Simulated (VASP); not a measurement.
# Al3GaAs4 (Pmm2) in VASP: further runs, part 2 of 2

VASP 6.6.1. The steps go on from the part before.

**3. Single point, PBE**

This run uses another cell than the first one, of 23.54 Å³/atom.

Contents of INCAR:

```
SYSTEM = Al3GaAs4
  ALGO = Normal
  EDIFF = 1E-6
  ENCUT = 520
  GGA = PE
  ISIF = 2
  ISMEAR = 0
  LASPH = .TRUE.
  LCHARG = .FALSE.
  LREAL = .FALSE.
  LWAVE = .FALSE.
  NBANDS = 31
  NELM = 100
  PREC = Accurate
  SIGMA = 0.1
```

Contents of KPOINTS:

```
k-points
0
G
  4 2 4
  0 0 0
```

Contents of POSCAR:

```
Al3GaAs4
1.0
    4.0742217095      0.0000000000      0.0000000000
    0.0000000000      8.1476577157      0.0000000000
    0.0000000000      0.0000000000      5.6721617051
Al Ga As
3 1 4
Direct
    0.0000000000      0.7497663005     -0.0000108846
    0.0000000000      0.2502336995     -0.0000108846
    0.5000000000      0.5000000000      0.4998388996
    0.5000000000      0.0000000000      0.4999730715
    0.0000000000      0.0000000000      0.2480100576
    0.5000000000      0.2506399678      0.7510517971
    0.0000000000      0.5000000000      0.2500961463
    0.5000000000      0.7493600322      0.7510517971
```

Potentials or basis: VASP PAW PBE potentials, release 64 (Al, Ga_d, As).

Launch:

```console
$ cat potpaw_PBE.64/Al/POTCAR potpaw_PBE.64/Ga_d/POTCAR potpaw_PBE.64/As/POTCAR > POTCAR
$ mpirun -np 1 vasp_std > vasp.out
```

OUTCAR:

```text
SYSTEM = Al3GaAs4
   EDIFF = 1E-6
   ENCUT = 520
   GGA = PE
   ISIF = 2
   ISMEAR = 0
   LASPH = .TRUE.
   LREAL = .FALSE.
   NELM = 100
   PREC = Accurate

 ion  position               nearest neighbor table
   1  0.000  0.750  1.000-   5 2.48   8 2.48   8 2.48   7 2.48
   2  0.000  0.250  1.000-   5 2.48   6 2.48   6 2.48   7 2.48
   3  0.500  0.500  0.500-   7 2.48   7 2.48   8 2.48   6 2.48
   4  0.500  0.000  0.500-   5 2.49   5 2.49   8 2.49   6 2.49
   5  0.000  0.000  0.248-   1 2.48   2 2.48   4 2.49   4 2.49
   6  0.500  0.251  0.751-   2 2.48   2 2.48   3 2.48   4 2.49
   7  0.000  0.500  0.250-   1 2.48   2 2.48   3 2.48   3 2.48
[... 817 lines left out ...]
  Total        0.3033878      0.3082445      0.3072337      0.0000000      0.0000000      0.0000000
  in kB        2.5815622      2.6228888      2.6142878      0.0000000      0.0000000      0.0000000
  external PRESSURE =       2.6062463 kB  Pullay stress =       0.0000000 kB

 VOLUME and BASIS-vectors are now :
 -----------------------------------------------------------------------------
  energy-cutoff  :      520.00
  volume of cell :      188.29
      direct lattice vectors                 reciprocal lattice vectors
     4.074221709  0.000000000  0.000000000     0.245445651  0.000000000  0.000000000
     0.000000000  8.147657716  0.000000000     0.000000000  0.122734660  0.000000000
     0.000000000  0.000000000  5.672161705     0.000000000  0.000000000  0.176299628

 POSITION                                       TOTAL-FORCE (eV/Angst)
 -----------------------------------------------------------------------------------
      0.00000      6.10884      5.67210         0.000000      0.000925      0.000066
      0.00000      2.03882      5.67210         0.000000     -0.000925      0.000066
      2.03711      4.07383      2.83517         0.000000      0.000000      0.001135
      2.03711      0.00000      2.83593         0.000000      0.000000     -0.000745
      0.00000      0.00000      1.40675         0.000000      0.000000     -0.006524
      2.03711      2.04213      4.26009         0.000000      0.002363      0.002894
      0.00000      4.07383      1.41859         0.000000      0.000000      0.000213
      2.03711      6.10553      4.26009         0.000000     -0.002363      0.002894
 -----------------------------------------------------------------------------------
    total drift:                                0.000000      0.000000      0.000079

  FREE ENERGIE OF THE ION-ELECTRON SYSTEM (eV)
  ---------------------------------------------------
  free  energy   TOTEN  =       -36.2541108958 eV

  energy  without entropy=      -36.2541108958  energy(sigma->0) =      -36.25411090
```

stdout:

```text
POSCAR found type information on POSCAR AlGaAs
 POSCAR found :  3 types and       8 ions
 scaLAPACK will be used
 LDA part: xc-table for (Slater+PW92), standard interpolation
 POSCAR, INCAR and KPOINTS ok, starting setup
 FFT: planning ... GRIDC
 FFT: planning ... GRID_SOFT
 FFT: planning ... GRID
 WAVECAR not read
 entering main loop
```

It took 59 s on 1 thread of Intel Xeon 6975P-C (Granite Rapids), shared host; peak memory 0.31 GiB.

Results:

```yaml
Free_energy: -36.2541 eV
Pressure: 0.3 GPa
Largest_force: 0.007 eV/Å
Band_gap_on_the_k_mesh: 1.27 eV
```

Forces in eV/Å, atoms in the order of the input:
```
Al   0.000  0.001  0.000
Al   0.000 -0.001  0.000
Al   0.000  0.000  0.001
Ga   0.000  0.000 -0.001
As   0.000  0.000 -0.007
As   0.000  0.002  0.003
As   0.000  0.000  0.000
As   0.000 -0.002  0.003
```

**4. Relaxation of cell and atoms, PBE**

Contents of INCAR:

```
SYSTEM = Al3GaAs4
ALGO = Normal ; EDIFF = 1E-7
EDIFFG = -0.04 ; ENCUT = 600
GGA = PE ; IBRION = 2
ISIF = 3 ; ISMEAR = 0
LASPH = .TRUE. ; LCHARG = .FALSE.
LREAL = .FALSE. ; LWAVE = .FALSE.
NELM = 80 ; NSW = 90
PREC = Accurate ; SIGMA = 0.1
```

KPOINTS is that of step 3.

Contents of POSCAR:

```
Al3GaAs4
1.0
    3.8458615300      0.0000000000      0.0000000000
    0.0000000000      7.6917230500      0.0000000000
    0.0000000000      0.0000000000      5.4388695300
Al Ga As
3 1 4
Direct
    0.0000000000      0.7500000000      0.0000000000
    0.0000000000      0.2500000000      0.0000000000
    0.5000000000      0.5000000000      0.5000000000
    0.5000000000      0.0000000000      0.5000000000
    0.0000000000      0.0000000000      0.2500000000
    0.5000000000      0.2500000000      0.7500000000
    0.0000000000      0.5000000000      0.2500000000
    0.5000000000      0.7500000000      0.7500000000
```

Launch:

```console
$ cat potpaw_PBE.64/Al/POTCAR potpaw_PBE.64/Ga_d/POTCAR potpaw_PBE.64/As/POTCAR > POTCAR
$ mpirun -np 1 vasp_std > vasp.out
```

Wall time 4.5 min (1 thread of Intel Xeon 6975P-C (Granite Rapids), shared host); peak memory 0.36 GiB.

It converged, with:

- Free energy: -36.2531 eV
- Relaxed volume: 23.56 Å³/atom
- Relaxed cell: a = 4.074 Å, b = 8.148 Å, c = 5.677 Å, α = 90.00°, β = 90.00°, γ = 90.00°
- Space group after relaxing (to 0.1 Å): Pmm2 (No. 25)
- Energy gained by relaxing: 144.5 meV/atom
- Ionic steps: 6
- Pressure after relaxing: 0.2 GPa
- Largest force after relaxing: 0.022 eV/Å
- Band gap on the k mesh: 1.26 eV

Forces on the atoms (eV/Å):
```
Al   0.000 -0.022 -0.002
Al   0.000  0.022 -0.002
Al   0.000  0.000 -0.005
Ga   0.000  0.000  0.002
As   0.000  0.000  0.014
As   0.000 -0.005 -0.007
As   0.000  0.000  0.007
As   0.000  0.005 -0.007
```

Step by step:
| step | energy change (eV) | largest force (eV/Å) | pressure (GPa) | volume (Å³) |
| --- | --- | --- | --- | --- |
| 1 | 0.0000 | 0.1124 | 15.10 | 160.89 |
| 2 | -0.7873 | 0.0782 | -5.32 | 209.18 |
| 3 | -1.1530 | 0.0726 | -0.02 | 189.10 |
| 4 | -1.1526 | 0.0728 | 0.19 | 188.50 |
| 5 | -1.1546 | 0.0403 | 0.19 | 188.50 |
| 6 | -1.1560 | 0.0218 | 0.20 | 188.48 |

Final structure:
```
Al Ga As
1.0
     4.07449    0.00000    0.00000
     0.00000    8.14835    0.00000
     0.00000    0.00000    5.67701
Al Ga As
3 1 4
Cartesian
  0.0000 6.1118 0.0000
  0.0000 2.0365 0.0000
  2.0372 4.0742 2.8375
  2.0372 0.0000 2.8387
  0.0000 0.0000 1.4073
  2.0372 2.0428 4.2646
  0.0000 4.0742 1.4183
  2.0372 6.1055 4.2646
```

Levels at points of the mesh, in eV from the valence-band top:
```csv
k point,band 18,band 19,band 20,band 21,band 22,band 23,band 24,band 25
"(0.00, 0.00, 0.00)",-1.01,-0.05,-0.05,0.00,1.26,1.44,2.05,3.05
"(0.50, 0.00, 0.00)",-2.20,-2.19,-1.06,-1.00,1.50,1.50,1.79,2.38
"(0.00, 0.50, 0.00)",-1.11,-1.03,-0.33,-0.18,2.05,2.09,2.74,3.07
"(0.50, 0.50, 0.00)",-2.09,-2.08,-2.07,-2.06,2.61,2.70,2.86,2.86
"(0.00, 0.00, 0.50)",-0.99,-0.90,-0.86,-0.82,1.33,1.92,2.31,2.44
"(0.50, 0.00, 0.50)",-0.99,-0.91,-0.86,-0.82,1.42,1.92,4.36,4.43
"(0.00, 0.50, 0.50)",-1.27,-1.27,-1.24,-1.09,2.24,2.76,2.82,2.85
"(0.50, 0.50, 0.50)",-1.61,-1.60,-1.56,-1.54,3.03,3.53,3.57,3.76
```

Caveat: the volume moved by over 15 % at a fixed basis, so the end points are rough. A k mesh can miss the band edges.

**5. Single point, PBE**

This run uses another cell than the first one, of 23.55 Å³/atom.

Contents of INCAR:

```
SYSTEM = Al3GaAs4
PREC     = Accurate       ! precision mode
ENCUT    = 520            ! plane-wave cutoff, eV
EDIFF    = 1E-6           ! SCF threshold, eV
ISMEAR   = 0              ! smearing method
SIGMA    = 0.02           ! smearing width, eV
LREAL    = .False.        ! projectors in reciprocal space
LASPH    = .True.         ! aspherical terms in the spheres
NELM     = 80             ! most SCF steps
ALGO     = Normal         ! electronic algorithm
ISIF     = 2              ! what is computed and relaxed
LWAVE    = .False.        ! write WAVECAR
LCHARG   = .False.        ! write CHGCAR
GGA      = PE             ! functional
NBANDS   = 31             ! bands
```

Contents of KPOINTS:

```
Automatic mesh
0
Gamma
  8 4 6
  0 0 0
```

Contents of POSCAR:

```
Al3GaAs4
1.0
    4.0552463259      0.0000000000      0.0000000000
    0.0000000000      8.1095031638      0.0000000000
    0.0000000000      0.0000000000      5.7294873657
Al Ga As
3 1 4
Direct
    0.0000000000      0.7497306251      0.9999883203
    0.0000000000      0.2502693749      0.9999883203
    0.5000000000      0.5000000000      0.4996523514
    0.5000000000      0.0000000000      0.5001578888
    0.0000000000      0.0000000000      0.2483609114
    0.5000000000      0.2507955280      0.7508670471
    0.0000000000      0.5000000000      0.2501181136
    0.5000000000      0.7492044720      0.7508670471
```

Potentials or basis: VASP PAW PBE potentials, release 64 (Al, Ga_d, As).

Launch:

```console
$ cat potpaw_PBE.64/Al/POTCAR potpaw_PBE.64/Ga_d/POTCAR potpaw_PBE.64/As/POTCAR > POTCAR
$ mpirun -np 1 vasp_std > vasp.out
```

OUTCAR:

```text
SYSTEM = Al3GaAs4
   PREC = Accurate
   ENCUT = 520
   EDIFF = 1E-6
   ISMEAR = 0
   LREAL = .False.
   LASPH = .True.
   NELM = 80
   ISIF = 2
   GGA = PE

 ion  position               nearest neighbor table
   1  0.000  0.750  1.000-   5 2.48   8 2.48   8 2.48   7 2.48
   2  0.000  0.250  1.000-   5 2.48   6 2.48   6 2.48   7 2.48
   3  0.500  0.500  0.500-   7 2.48   7 2.48   8 2.48   6 2.48
   4  0.500  0.000  0.500-   5 2.49   5 2.49   8 2.49   6 2.49
   5  0.000  0.000  0.248-   1 2.48   2 2.48   4 2.49   4 2.49
   6  0.500  0.251  0.751-   2 2.48   2 2.48   3 2.48   4 2.49
   7  0.000  0.500  0.250-   1 2.48   2 2.48   3 2.48   3 2.48
   8  0.500  0.749  0.751-   1 2.48   1 2.48   3 2.48   4 2.49

  LATTYP: Found a simple orthorhombic cell.
[... 1028 lines left out ...]
  in kB        1.5504759      1.5419422      1.6324027      0.0000000      0.0000000      0.0000000
  external PRESSURE =       1.5749403 kB  Pullay stress =       0.0000000 kB

 VOLUME and BASIS-vectors are now :
 -----------------------------------------------------------------------------
  energy-cutoff  :      520.00
  volume of cell :      188.42
      direct lattice vectors                 reciprocal lattice vectors
     4.055246326  0.000000000  0.000000000     0.246594145  0.000000000  0.000000000
     0.000000000  8.109503164  0.000000000     0.000000000  0.123312117  0.000000000
     0.000000000  0.000000000  5.729487366     0.000000000  0.000000000  0.174535685

 POSITION                                       TOTAL-FORCE (eV/Angst)
 -----------------------------------------------------------------------------------
      0.00000      6.07994      5.72942         0.000000      0.000891      0.000143
      0.00000      2.02956      5.72942         0.000000     -0.000891      0.000143
      2.02762      4.05475      2.86275         0.000000      0.000000      0.000271
      2.02762      0.00000      2.86565         0.000000      0.000000     -0.000352
      0.00000      0.00000      1.42298         0.000000      0.000000     -0.004504
      2.02762      2.03383      4.30208         0.000000      0.001363      0.002160
      0.00000      4.05475      1.43305         0.000000      0.000000     -0.000021
      2.02762      6.07568      4.30208         0.000000     -0.001363      0.002160
 -----------------------------------------------------------------------------------
    total drift:                                0.000000     -0.000000     -0.000053

  FREE ENERGIE OF THE ION-ELECTRON SYSTEM (eV)
  ---------------------------------------------------
  free  energy   TOTEN  =       -36.4229286315 eV

  energy  without entropy=      -36.4229286315  energy(sigma->0) =      -36.42292863
```

OSZICAR:

```text
N       E                     dE             d eps       ncg     rms          rms(c)
DAV:   1     0.232003472398E+03    0.23200E+03   -0.16771E+04  3741   0.130E+03
DAV:   2    -0.735234827211E+01   -0.23936E+03   -0.22558E+03  4141   0.295E+02
DAV:   3    -0.360660588728E+02   -0.28714E+02   -0.28170E+02  4467   0.922E+01
DAV:   4    -0.371983983475E+02   -0.11323E+01   -0.11280E+01  4747   0.197E+01
DAV:   5    -0.372242028410E+02   -0.25804E-01   -0.25798E-01  4683   0.279E+00    0.610E+00
DAV:   6    -0.365215466295E+02    0.70266E+00   -0.11006E+00  5243   0.832E+00    0.352E+00
DAV:   7    -0.364200096589E+02    0.10154E+00   -0.65556E-01  4369   0.295E+00    0.118E+00
DAV:   8    -0.364213836025E+02   -0.13739E-02   -0.56025E-02  4524   0.202E+00    0.225E-01
DAV:   9    -0.364224000745E+02   -0.10165E-02   -0.57342E-03  5168   0.880E-01    0.109E-01
DAV:  10    -0.364226841546E+02   -0.28408E-03   -0.54543E-04  4413   0.135E-01    0.574E-02
DAV:  11    -0.364229232612E+02   -0.23911E-03   -0.34487E-04  4261   0.102E-01    0.113E-02
DAV:  12    -0.364229253801E+02   -0.21189E-05   -0.15296E-05  5200   0.258E-02    0.683E-03
DAV:  13    -0.364229281138E+02   -0.27337E-05   -0.72173E-06  4275   0.124E-02    0.304E-03
DAV:  14    -0.364229286315E+02   -0.51776E-06   -0.34617E-07  2805   0.487E-03
   1 F= -.36422929E+02 E0= -.36422929E+02  d E =-.809292E-20
```

stdout:

```text
POSCAR found type information on POSCAR AlGaAs
 POSCAR found :  3 types and       8 ions
 scaLAPACK will be used
 LDA part: xc-table for (Slater+PW92), standard interpolation
 POSCAR, INCAR and KPOINTS ok, starting setup
 FFT: planning ... GRIDC
 FFT: planning ... GRID_SOFT
 FFT: planning ... GRID
 WAVECAR not read
 entering main loop
```

Wall time 3.4 min (1 thread of Intel Xeon 6975P-C (Granite Rapids), shared host); peak memory 0.48 GiB.

What came out:

```yaml
Free_energy: -36.4229 eV
Pressure: 0.2 GPa
Largest_force: 0.005 eV/Å
Band_gap_on_the_k_mesh: 1.30 eV
```

Forces in eV/Å, atoms in the order of the input:
```
Al   0.000  0.001  0.000
Al   0.000 -0.001  0.000
Al   0.000  0.000  0.000
Ga   0.000  0.000  0.000
As   0.000  0.000 -0.005
As   0.000  0.001  0.002
As   0.000  0.000  0.000
As   0.000 -0.001  0.002
```

A k mesh can miss the band edges.

**6. The runs side by side**

```tsv
task	cell	k mesh	cutoff (eV)	smearing	gap on the mesh (eV)	pressure (GPa)	largest force (eV/Å)
single point	a = 3.846, b = 7.692, c = 5.439 Å, 8 atoms, atomic positions A	4 × 2 × 4	520	gaussian 0.1 eV	1.18	15.1	0.11
single point	a = 4.074, b = 8.148, c = 5.672 Å, 8 atoms, atomic positions B	4 × 2 × 4	520	gaussian 0.1 eV	1.27	0.3	0.01
relaxation of cell and atoms	relaxed from a = 3.846, b = 7.692, c = 5.439 Å, 8 atoms, atomic positions A	4 × 2 × 4	600	gaussian 0.1 eV	1.26	0.2	0.02
single point	a = 4.055, b = 8.110, c = 5.729 Å, 8 atoms, atomic positions C	8 × 4 × 6	520	gaussian 0.02 eV	1.30	0.2	-
```

Alike in all rows: level PBE; potentials or basis VASP PAW PBE potentials, release 64 (Al, Ga_d, As); no spin polarisation.

Caveats: the cell stands under pressure (at least some runs); the volume moved by over 15 % at a fixed basis, so the end points are rough (at least some runs).

Absolute energies hang on the potentials; compare differences alone.
